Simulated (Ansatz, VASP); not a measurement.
LuHg: VASP beside Ansatz

```xyz
2
Lattice="3.6070 -0.0180 -0.0180 -0.0180 3.6070 -0.0180 -0.0180 -0.0180 3.6070" Properties=species:S:1:pos:R:3 pbc="T T T"
Lu    1.7855    1.7855    1.7855
Hg    0.0000    0.0000    0.0000
```

Change from the starting cell: equal xy, yz and zx shear strains of -1 %.

Alike in both runs: task single point; functional LDA; k mesh 10 × 10 × 10; occupations fermi-dirac, width 0.05 eV; no spin polarisation.

|  | VASP | Ansatz |
| --- | --- | --- |
| version | VASP 6.6.1 | Ansatz 0.2.0 |
| potentials or method | VASP PAW PBE potentials, release 64 (Lu, Hg), cutoff 520 eV | all-electron LAPW, scalar-relativistic |

|  | VASP | Ansatz | Ansatz less VASP |
| --- | --- | --- | --- |
| pressure (GPa) | -3.6 | -4.1 | -0.55 |
| traceless stress, the component that is largest in VASP (GPa) | 0.45 | 0.44 | -0.018 |

VASP's potentials were made for PBE, not for LDA. LDA's correlation is that of Perdew and Zunger in VASP and of Perdew and Wang (1992) in Ansatz. Ansatz ran all-electron here, and VASP with PAW potentials.

Spin-orbit coupling is off throughout.
